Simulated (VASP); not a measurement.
# Ti (P6_3/mmc) in VASP: a series of runs

Runs on Ti. Level: r2SCAN. Tasks: single point, relaxation of cell and atoms.

Everything below comes from runs of VASP 6.6.1. Logs are shortened: lines on timing, memory, paths and dates and some standing lists are left out, and cuts for length are marked.

**1. The cell of the first run**

It takes space group P6_3/mmc (No. 194, hexagonal). Conventional cell: a = 2.936 Å, b = 2.936 Å, c = 4.642 Å, α = 90.00°, β = 90.00°, γ = 120.00°. Ti (site symmetry -6m2) has 12 Ti at 2.87 to 2.94 Å within 3.8 Å.

**2. Single point, r2SCAN**

Input file POSCAR:

```
Ti
1.0
    2.9358685281      0.0000000000      0.0000000000
   -1.4679342641      2.5425367275      0.0000000000
    0.0000000000      0.0000000000      4.6417578574
Ti
2
Direct
    0.3333333333      0.6666666667      0.2500000000
    0.6666666667      0.3333333333      0.7500000000
```

Input file INCAR.step1:

```
SYSTEM = Ti
ALGO = Normal
EDIFF = 1E-4
ENCUT = 520
GGA = PE
ISMEAR = -1
LASPH = .True.
LCHARG = .False.
LREAL = .False.
LWAVE = .True.
NBANDS = 19
NELM = 60
PREC = Accurate
SIGMA = 0.1
```

Input file INCAR.step2:

```
SYSTEM = Ti
ALGO = Normal
EDIFF = 1E-6
ENCUT = 520
ISIF = 2
ISMEAR = -1
ISTART = 1
LASPH = .True.
LCHARG = .False.
LMIXTAU = .True.
LREAL = .False.
LWAVE = .False.
METAGGA = R2SCAN
NBANDS = 19
NELM = 60
PREC = Accurate
SIGMA = 0.1
```

Input file KPOINTS:

```
k-points
0
Gamma
  12 12 8
  0 0 0
```

Potentials or basis: VASP PAW PBE potentials, release 64 (Ti_sv).

On the command line:

```bash
> cat potpaw_PBE.64/Ti_sv/POTCAR > POTCAR
> cp INCAR.step1 INCAR
> mpirun -np 1 vasp_std > vasp.out
> cp INCAR.step2 INCAR
> mpirun -np 1 vasp_std > vasp.out
```

OUTCAR:

```text
SYSTEM = Ti
   EDIFF = 1E-6
   ENCUT = 520
   ISIF = 2
   ISMEAR = -1
   ISTART = 1
   LASPH = .True.
   LREAL = .False.
   METAGGA = R2SCAN
   NELM = 60
   PREC = Accurate

 ion  position               nearest neighbor table
   1  0.333  0.667  0.250-   2 2.87   2 2.87   2 2.87   2 2.87   2 2.87   2 2.87
   2  0.667  0.333  0.750-   1 2.87   1 2.87   1 2.87   1 2.87   1 2.87   1 2.87

  LATTYP: Found a hexagonal cell.
 ALAT       =     2.9358685281
 C/A-ratio  =     1.5810509950

  Lattice vectors:

 A1 = (   2.9358685281,   0.0000000000,   0.0000000000)
 A2 = (  -1.4679342641,   2.5425367275,   0.0000000000)
 A3 = (   0.0000000000,   0.0000000000,   4.6417578574)

Analysis of symmetry for initial positions (statically):
=====================================================================
 Subroutine PRICEL returns:
 Original cell was already a primitive cell.

 Routine SETGRP: Setting up the symmetry group for a
 hexagonal supercell.

 Subroutine GETGRP returns: Found 24 space group operations
 (whereof 12 operations were pure point group operations)
 out of a pool of 24 trial point group operations.

The static configuration has the point symmetry D_3d.
 The point group associated with its full space group is D_6h.

Analysis of symmetry for dynamics (positions and initial velocities):
=====================================================================
 Subroutine PRICEL returns:
 Original cell was already a primitive cell.

 Routine SETGRP: Setting up the symmetry group for a
 hexagonal supercell.

 Subroutine GETGRP returns: Found 24 space group operations
 (whereof 12 operations were pure point group operations)
 out of a pool of 24 trial point group operations.

The dynamic configuration has the point symmetry D_3d.
 The point group associated with its full space group is D_6h.

 Subroutine INISYM returns: Found 24 space group operations
 (whereof 12 operations are pure point group operations),
 and found     1 'primitive' translations

----------------------------------------------------------------------------------------

                                     Primitive cell

  volume of cell :      34.6487

  direct lattice vectors                    reciprocal lattice vectors
     2.935868528  0.000000000  0.000000000     0.340614708  0.196653993  0.000000000
    -1.467934264  2.542536727  0.000000000     0.000000000  0.393307986  0.000000000
     0.000000000  0.000000000  4.641757857     0.000000000  0.000000000  0.215435624

  length of vectors
     2.935868528  2.935868528  4.641757857     0.393307986  0.393307986  0.215435624

  position of ions in fractional coordinates (direct lattice)
     0.333333333  0.666666667  0.250000000
     0.666666667  0.333333333  0.750000000

  ion indices of the primitive-cell ions
   primitive index   ion index
                 1           1
                 2           2

----------------------------------------------------------------------------------------

 KPOINTS: k-points

Automatic generation of k-mesh.
 Grid dimensions read from file:
 generate k-points for:   12   12    8

 Generating k-lattice:

  Cartesian coordinates                     Fractional coordinates (reciprocal lattice)
     0.028384559  0.016387833  0.000000000     0.083333333 -0.000000000  0.000000000
     0.000000000  0.032775666  0.000000000     0.000000000  0.083333333  0.000000000
     0.000000000  0.000000000  0.026929453     0.000000000  0.000000000  0.125000000

  Length of vectors
     0.032775666  0.032775666  0.026929453

  Shift w.r.t. Gamma in fractional coordinates (k-lattice)
     0.000000000  0.000000000  0.000000000

 Subroutine IBZKPT returns following result:
 ===========================================

 Found     95 irreducible k-points:

 Following reciprocal coordinates:
            Coordinates               Weight
  0.000000  0.000000  0.000000      1.000000
  0.083333 -0.000000  0.000000      6.000000
  0.166667  0.000000  0.000000      6.000000
  0.250000  0.000000  0.000000      6.000000
  0.333333  0.000000  0.000000      6.000000
  0.416667  0.000000  0.000000      6.000000
[... 16 lines left out ...]
  0.250000  0.000000  0.125000     12.000000
  0.333333  0.000000  0.125000     12.000000
 [... further k-points ...]
   k-points           NKPTS =     95   k-points in BZ     NKDIM =     95   number of bands    NBANDS=     19
   number of dos      NEDOS =    301   number of ions     NIONS =      2
   total plane-waves  NPLWV =  20736
   dimension x,y,z NGX =    24 NGY =   24 NGZ =   36
   dimension x,y,z NGXF=    48 NGYF=   48 NGZF=   72
   ions per type =               2
   NGX,Y,Z   is equivalent  to a cutoff of  13.59, 13.59, 12.89 a.u.
   NGXF,Y,Z  is equivalent  to a cutoff of  27.18, 27.18, 25.79 a.u.
 SYSTEM =  Ti
   PREC   = accura    normal or accurate (medium, high low for compatibility)
   ISTART =      1    job   : 0-new  1-cont  2-samecut
   ICHARG =      0    charge: 1-file 2-atom 10-const
   ISPIN  =      1    spin polarized calculation?
   LNONCOLLINEAR =      F non collinear calculations
   LSORBIT =      F    spin-orbit coupling
   LASPH  =      T    aspherical Exc in radial PAW
   ENCUT  =  520.0 eV  38.22 Ry    6.18 a.u.   5.46  5.46  8.63*2*pi/ulx,y,z
   NELM   =     60;   NELMIN=  2; NELMDL=  0     # of ELM steps
   EDIFF  = 0.1E-05   stopping-criterion for ELM
   LREAL  =      F    real-space projection
   EDIFFG = 0.1E-04   stopping-criterion for IOM
   NSW    =      0    number of steps for IOM
   IBRION =     -1    ionic relax: 0-MD 1-quasi-New 2-CG
   NFREE  =      0    steps in history (QN), initial steepest desc. (CG)
   ISIF   =      2    stress and relaxation
   ISYM   =      2    0-nonsym 1-usesym 2-fastsym
   POTIM  = 0.5000    time-step for ionic-motion
   TEBEG  =    0.0;   TEEND  =   0.0 temperature during run
   PSTRESS=    0.0 pullay stress
   NELECT =      24.0000    total number of electrons
   NUPDOWN=      -1.0000    fix difference up-down
   EMIN   =  10.00;   EMAX   =-10.00  energy-range for DOS
   EFERMI =   0.00;   METHOD = LEGACY
   ISMEAR =    -1;   SIGMA  =   0.10  broadening in eV -4-tet -1-fermi 0-gaus
   EFERMI_NEDOS =   21; number of points for ismear=-14 and -15
   IALGO  =     38    algorithm
   IMIX   =      4    mixing-type and parameters
     AMIX     =   0.40;   BMIX     =  1.00
     AMIX_MAG =   1.60;   BMIX_MAG =  1.00
  volume/ion in A,a.u.               =      17.32       116.91
  Fermi-wavevector in a.u.,A,eV,Ry     =   1.448493  2.737255 28.546828  2.098133
  Thomas-Fermi vector in A             =   2.566328
   LORBIT       =      0    0 simple, 1 ext, 2 COOP (PROOUT), +10 PAW based schemes
   METAGGA = R2SCAN    functional components
   LHFCALC =     F    Hartree Fock is set to
   AEXX    =    0.0000 exact exchange contribution
   IVDW    =     0    specifies the selected vdW correction
   LEPSILON=     F    determine dielectric tensor
   LRPA    =     F    only Hartree local field effects (RPA)
 non-spin polarized calculation
  energy-cutoff  :      520.00
  volume of cell :       34.65
 maximum number of plane-waves:       965
 NGX is ok and might be reduce to    24
   NGX = 11   NGY = 11   NGZ = 17

 number of electron      24.0000002 magnetization

 Free energy of the ion-electron system (eV)
  ---------------------------------------------------
  ext. energy  EPLUGINS =         0.00000000
  ---------------------------------------------------
  free energy    TOTEN  =       -25.93144220 eV

  energy without entropy =      -25.86648094  energy(sigma->0) =      -25.89896157

 E-fermi :   8.4104     XC(G=0): -12.4092

 val. band max:        8.3861860973   @ k =   0.3333   0.2500   0.3750
 cond. band min:       8.4444613394   @ k =   0.1667   0.0000   0.0000
 fundamental gap:      0.0582752421
 Fermi energy:         8.4104262788

 k-point     1 :       0.0000    0.0000    0.0000
  band No.  band energies     occupation
      1     -50.8028      2.00000
      2     -50.6568      2.00000
      3     -26.3655      2.00000
      4     -25.6969      2.00000
      5     -25.6969      2.00000
      6     -25.6198      2.00000
[... 11 lines left out ...]
     18      10.2523      0.00000
     19      11.8233      0.00000

 k-point     2 :       0.0833   -0.0000    0.0000
  band No.  band energies     occupation
      1     -50.7955      2.00000
      2     -50.6540      2.00000
      3     -26.3494      2.00000
      4     -25.7295      2.00000
      5     -25.7078      2.00000
      6     -25.6265      2.00000
[... 11 lines left out ...]
     18      10.1377      0.00000
     19      11.8844      0.00000

 k-point     3 :       0.1667    0.0000    0.0000
  band No.  band energies     occupation
      1     -50.7753      2.00000
      2     -50.6466      2.00000
      3     -26.3033      2.00000
      4     -25.8193      2.00000
      5     -25.7367      2.00000
      6     -25.7172      2.00000
[... 11 lines left out ...]
     18      10.3151      0.00000
     19      12.0118      0.00000

 k-point     4 :       0.2500    0.0000    0.0000
  band No.  band energies     occupation
      1     -50.7465      2.00000
      2     -50.6379      2.00000
      3     -26.2342      2.00000
      4     -25.9435      2.00000
      5     -25.8366      2.00000
      6     -25.7743      2.00000
[... 11 lines left out ...]
     18      10.8460      0.00000
     19      12.1301      0.00000

 k-point     5 :       0.3333    0.0000    0.0000
  band No.  band energies     occupation
      1     -50.7153      2.00000
      2     -50.6314      2.00000
      3     -26.1529      2.00000
      4     -26.0687      2.00000
      5     -25.9516      2.00000
      6     -25.8106      2.00000
[... 11 lines left out ...]
     18      11.4427      0.00000
     19      12.2110      0.00000
[... 334 lines left out ...]
      2     -50.6594      2.00000
      3     -26.3237      2.00000
      4     -25.7249      2.00000
      5     -25.7036      2.00000
      6     -25.6685      2.00000
[... 11 lines left out ...]
     18      10.3318      0.00000
     19      11.8848      0.00000

 k-point    22 :       0.1667    0.0000    0.1250
  band No.  band energies     occupation
      1     -50.7705      2.00000
      2     -50.6516      2.00000
      3     -26.2829      2.00000
      4     -25.8126      2.00000
      5     -25.7451      2.00000
      6     -25.7318      2.00000
[... 11 lines left out ...]
     18      10.3467      0.00000
     19      11.9919      0.00000

 k-point    23 :       0.2500    0.0000    0.1250
  band No.  band energies     occupation
      1     -50.7424      2.00000
      2     -50.6420      2.00000
      3     -26.2253      2.00000
      4     -25.9310      2.00000
      5     -25.8591      2.00000
      6     -25.7688      2.00000
[... 11 lines left out ...]
     18      10.8013      0.00000
     19      12.0893      0.00000

 k-point    24 :       0.3333    0.0000    0.1250
  band No.  band energies     occupation
      1     -50.7120      2.00000
      2     -50.6346      2.00000
      3     -26.1784      2.00000
      4     -26.0320      2.00000
      5     -25.9681      2.00000
      6     -25.8044      2.00000
[... 11 lines left out ...]
     18      11.3635      0.00000
     19      12.1568      0.00000

 [... further k-points ...]

------------------------ aborting loop because EDIFF is reached ----------------------------------------

  FORCE on cell =-STRESS in cart. coord.  units (eV):
  Direction    XX          YY          ZZ          XY          YZ          ZX
  --------------------------------------------------------------------------------------
  -------------------------------------------------------------------------------------
  Total        0.0794056      0.0794056      0.0710417     -0.0000000     -0.0000000      0.0000000
  in kB        3.6717711      3.6717711      3.2850189     -0.0000000     -0.0000000      0.0000000
  external PRESSURE =       3.5428537 kB  Pullay stress =       0.0000000 kB

 VOLUME and BASIS-vectors are now :
 -----------------------------------------------------------------------------
  energy-cutoff  :      520.00
  volume of cell :       34.65
      direct lattice vectors                 reciprocal lattice vectors
     2.935868528  0.000000000  0.000000000     0.340614708  0.196653993  0.000000000
    -1.467934264  2.542536727  0.000000000     0.000000000  0.393307986  0.000000000
     0.000000000  0.000000000  4.641757857     0.000000000  0.000000000  0.215435624

 POSITION                                       TOTAL-FORCE (eV/Angst)
 -----------------------------------------------------------------------------------
     -0.00000      1.69502      1.16044        -0.000000     -0.000000      0.000000
      1.46793      0.84751      3.48132         0.000000      0.000000      0.000000
 -----------------------------------------------------------------------------------
    total drift:                               -0.000000      0.000000     -0.000000

  FREE ENERGIE OF THE ION-ELECTRON SYSTEM (eV)
  ---------------------------------------------------
  free  energy   TOTEN  =       -25.9314421970 eV

  energy  without entropy=      -25.8664809444  energy(sigma->0) =      -25.89896157
```

Run time: 3.6 min. Hardware: 1 thread of AMD EPYC 7R13 (Zen 3), shared host; peak memory 0.16 GiB.

What came out:

```yaml
Free_energy: -25.9314 eV
Pressure: 0.4 GPa
Band_gap_on_the_k_mesh: zero (bands 12 and 13 overlap by 1.21 eV)
```

Levels at points of the mesh, in eV from the Fermi level:
```tsv
k point	band 9	band 10	band 11	band 12	band 13	band 14	band 15	band 16
(0.00, 0.00, 0.00)	-6.61	-2.85	0.60	0.88	0.88	1.01	1.42	1.42
(0.50, 0.00, 0.00)	-2.51	-2.28	-1.93	-0.83	0.63	0.72	1.29	3.56
(0.00, 0.00, 0.50)	-4.66	-4.66	0.09	0.09	0.80	0.80	0.80	0.80
(0.50, 0.00, 0.50)	-2.67	-2.67	-0.86	-0.86	1.26	1.26	1.93	1.93
```

Caveat: the PAW data sets were made with another functional, which shifts forces and pressure a little.

**3. Relaxation of cell and atoms, r2SCAN**

This run uses another cell than the first one, of 17.64 Å³/atom.

Input file POSCAR:

```
Ti
1.0
    2.9500000000      0.0000000000      0.0000000000
   -1.4750000000      2.5547749412      0.0000000000
    0.0000000000      0.0000000000      4.6800000000
Ti
2
Direct
    0.3333333333      0.6666666667      0.2500000000
    0.6666666667      0.3333333333      0.7500000000
```

Input file INCAR.step1:

```
SYSTEM = Ti
  PREC = Accurate
  ENCUT = 600
  ISMEAR = -1
  SIGMA = 0.1
  LREAL = .FALSE.
  LASPH = .TRUE.
  NELM = 100
  GGA = PE
  ALGO = Normal
  EDIFF = 1E-4
  LWAVE = .TRUE.
  LCHARG = .FALSE.
```

Input file INCAR.step2:

```
SYSTEM = Ti
  PREC = Accurate
  ENCUT = 600
  EDIFF = 1E-6
  ISMEAR = -1
  SIGMA = 0.1
  LREAL = .FALSE.
  LASPH = .TRUE.
  NELM = 100
  ALGO = Normal
  ISIF = 3
  LWAVE = .FALSE.
  LCHARG = .FALSE.
  METAGGA = R2SCAN
  LMIXTAU = .TRUE.
  IBRION = 2
  NSW = 100
  EDIFFG = -0.002
  ISTART = 1
```

Input file KPOINTS:

```
Automatic mesh
0
G
  12 12 8
  0 0 0
```

Potentials or basis: VASP PAW PBE potentials, release 64 (Ti_sv).

On the command line:

```bash
> cat potpaw_PBE.64/Ti_sv/POTCAR > POTCAR
> cp INCAR.step1 INCAR
> mpirun -np 1 vasp_std > vasp.out
> cp INCAR.step2 INCAR
> mpirun -np 1 vasp_std > vasp.out
```

Run time: 22 min. Hardware: 1 thread of AMD EPYC 7R13 (Zen 3), shared host; peak memory 0.18 GiB.

Results (log left out):

- Free energy: -25.9312 eV
- Relaxed volume: 17.38 Å³/atom
- Relaxed cell: a = 2.939 Å, b = 2.939 Å, c = 4.647 Å, α = 90.00°, β = 90.00°, γ = 120.00°
- Space group after relaxing (to 0.1 Å): P6_3/mmc (No. 194)
- Energy gained by relaxing: 1.3 meV/atom
- Ionic steps: 13
- Pressure after relaxing: 0.0 GPa
- Band gap on the k mesh: zero (bands 12 and 13 overlap by 1.21 eV)

Step by step:
| step | energy change (eV) | largest force (eV/Å) | pressure (GPa) | volume (Å³) |
| --- | --- | --- | --- | --- |
| 1 | 0.0000 | 0.0000 | -1.62 | 35.27 |
| 2 | -0.0009 | 0.0000 | 1.39 | 34.37 |
| 3 | -0.0026 | 0.0000 | 0.00 | 34.77 |
| 4 | -0.0026 | 0.0000 | 0.04 | 34.76 |
| 5 | -0.0027 | 0.0000 | 0.03 | 34.76 |
| 6 | -0.0027 | 0.0000 | 0.02 | 34.76 |
| 7 | -0.0027 | 0.0000 | 0.03 | 34.76 |
| 8 | -0.0027 | 0.0000 | 0.03 | 34.76 |
| 9 | -0.0027 | 0.0000 | 0.03 | 34.76 |
| 10 | -0.0027 | 0.0000 | 0.03 | 34.76 |
| 11 | -0.0027 | 0.0000 | -0.02 | 34.78 |
| 12 | -0.0027 | 0.0000 | -0.02 | 34.77 |
| 13 | -0.0027 | 0.0000 | 0.01 | 34.77 |

Final structure:
```xyz
2
Lattice="2.9394 0.0000 0.0000 -1.4697 2.5456 0.0000 0.0000 0.0000 4.6466" Properties=species:S:1:pos:R:3 pbc="T T T"
Ti    0.0000    1.6971    1.1616
Ti    1.4697    0.8485    3.4849
```

Levels at points of the mesh, in eV from the Fermi level:
| k point | band 10 | band 11 | band 12 | band 13 | band 14 | band 15 |
| --- | --- | --- | --- | --- | --- | --- |
| (0.00, 0.00, 0.00) | -2.84 | 0.59 | 0.88 | 0.88 | 1.00 | 1.41 |
| (0.50, 0.00, 0.00) | -2.27 | -1.92 | -0.83 | 0.63 | 0.72 | 1.29 |
| (0.00, 0.00, 0.50) | -4.66 | 0.09 | 0.09 | 0.79 | 0.79 | 0.79 |
| (0.50, 0.00, 0.50) | -2.66 | -0.85 | -0.85 | 1.26 | 1.26 | 1.92 |

Caveat: the PAW data sets were made with another functional, which shifts forces and pressure a little.
